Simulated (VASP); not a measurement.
## Sb: relaxation of shape and atoms at fixed volume with PBE

The system is Sb.

```
CELL_PARAMETERS angstrom
2.76911 0.00000 0.00000
-1.38456 2.39812 0.00000
0.00000 0.00000 2.63455
ATOMIC_POSITIONS crystal
Sb 0.00000 0.00000 0.00000
```

```
Program                : VASP 6.6.1
Task                   : relaxation of shape and atoms at fixed volume
Functional             : PBE
Potentials or basis    : VASP PAW PBE potentials, release 64 (Sb)
Cutoff                 : 600 eV
k mesh                 : 13 × 13 × 12
Occupations            : fermi-dirac, width 0.05 eV
Spin                   : no spin polarisation
Dipole correction      : no
Further INCAR settings : ALGO = Normal; EDIFF = 1e-06; IBRION = 2; EDIFFG = -0.005; NSW = 50; ISIF = 4
```

```json
{
 "Energy gained by relaxing": "0.1 meV/atom",
 "Ionic steps": "3",
 "Pressure after relaxing": "93.7 GPa"
}
```

Final structure:
```xyz
1
Lattice="2.7705 0.0000 0.0000 -1.3852 2.3993 0.0000 0.0000 0.0000 2.6320" Properties=species:S:1:pos:R:3 pbc="T T T"
Sb    0.0000    0.0000    2.6320
```

Levels at points of the mesh, in eV from the Fermi level:
```
           k point  band 1  band 2  band 3  band 4  band 5  band 6
(0.00, 0.00, 0.00)  -17.70    4.13    7.64    7.64    7.74    9.77
(0.00, 0.00, 0.50)  -12.96  -10.08   12.43   12.79   12.79   12.86
```

Run time: 12 s on 1 thread of Intel(R) Xeon(R) 6975P-C (Granite Rapids) (shared host), peak memory 0.15 GiB.

Caveat: spin-orbit coupling is left out, which moves the levels of the heavy elements.
